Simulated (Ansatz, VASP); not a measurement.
## Fe: VASP beside Ansatz

File POSCAR:

```
Fe
1.0
    4.5771071785      0.0000000000      0.0000000000
    0.0000000000      4.5771071785      0.0000000000
    0.0000000000      0.0000000000      4.5771071785
Fe
8
Direct
    0.0000000000      0.0000000000      0.0000000000
    0.5000000000      0.5000000000      0.5000000000
    0.2500000000      1.0000000000      0.5000000000
    0.7500000000      1.0000000000      0.5000000000
    0.5000000000      0.2500000000      0.0000000000
    0.5000000000      0.7500000000      0.0000000000
    0.0000000000      0.5000000000      0.2500000000
    0.0000000000      0.5000000000      0.7500000000
```

Contents of INCAR.step1:

```
  PREC = Accurate
  ENCUT = 520
  ISMEAR = -1
  SIGMA = 0.05
  LREAL = F
  LASPH = T
  NELM = 150
  ISPIN = 2
  MAGMOM = 2.857 2.857 2.789 2.789 2.789 2.789 2.789 2.789
  LMAXMIX = 4
  NBANDS = 46
  GGA = PE
  ALGO = Normal
  EDIFF = 1E-4
  LWAVE = T
  LCHARG = F
```

File INCAR.step2:

```
  PREC = Accurate
  ENCUT = 520
  EDIFF = 1E-6
  ISMEAR = -1
  SIGMA = 0.05
  LREAL = F
  LASPH = T
  NELM = 150
  ALGO = Normal
  ISIF = 2
  LWAVE = F
  LCHARG = F
  ISPIN = 2
  MAGMOM = 2.857 2.857 2.789 2.789 2.789 2.789 2.789 2.789
  LORBIT = 11
  LMAXMIX = 4
  METAGGA = R2SCAN
  LMIXTAU = T
  NBANDS = 46
  ISTART = 1
```

File KPOINTS:

```
regular mesh
0
Gamma
  7 7 7
```

Input for Ansatz:

```yaml
crystal:
  lattice:
    - [4.5771071785, 0.0, 0.0]
    - [0.0, 4.5771071785, 0.0]
    - [0.0, 0.0, 4.5771071785]
  atoms:
    - { symbol: Fe, position: [0.0, 0.0, 0.0], spin: 2.857 }
    - { symbol: Fe, position: [0.5, 0.5, 0.5], spin: 2.857 }
    - { symbol: Fe, position: [0.25, 1.0, 0.5], spin: 2.789 }
    - { symbol: Fe, position: [0.75, 1.0, 0.5], spin: 2.789 }
    - { symbol: Fe, position: [0.5, 0.25, 0.0], spin: 2.789 }
    - { symbol: Fe, position: [0.5, 0.75, 0.0], spin: 2.789 }
    - { symbol: Fe, position: [0.0, 0.5, 0.25], spin: 2.789 }
    - { symbol: Fe, position: [0.0, 0.5, 0.75], spin: 2.789 }
hamiltonian:
  xc: r2scan
  pseudopotentials:
    kind: paw
    azcp:
      Fe: "pseudopotentials/Fe.paw.azcp"
basis:
  ecutwfc: 500
  fft_grid_basis: typed
kpoints:
  mp_grid: { grid: [7, 7, 7], shift: [0, 0, 0] }
magnetization:
  spin_polarized: true
scf:
  occupations: { method: fermi_dirac, width: 0.05 }
```

Alike in both runs: task single point; functional r2SCAN; k mesh 7 × 7 × 7; occupations fermi-dirac, width 0.05 eV; collinear spin.

|  | VASP | Ansatz |
| --- | --- | --- |
| version | VASP 6.6.1 | Ansatz 0.2.0 |
| potentials or method | VASP PAW PBE potentials, release 64 (Fe), cutoff 520 eV | plane waves (500 eV) with PAW, scalar-relativistic |
| valence electrons in the cell | 64 | 128 |

|  | VASP | Ansatz | Ansatz less VASP |
| --- | --- | --- | --- |
| net moment per atom (μB) | 2.68 | 2.68 | +0.002 |
| size of the moment on the site where the two differ most (μB) | 2.77 | 2.86 | +0.087 |

VASP's potentials were made for PBE, not for r2SCAN. Site moments also hang on the region over which each program counts them. With one functional, cell and mesh, what is left measures potentials, basis and numerics. VASP's potentials hold 64 valence electrons a cell and Ansatz's 128, so a difference there can come from the potentials and not from the codes. Ansatz's warnings: stability check not made.
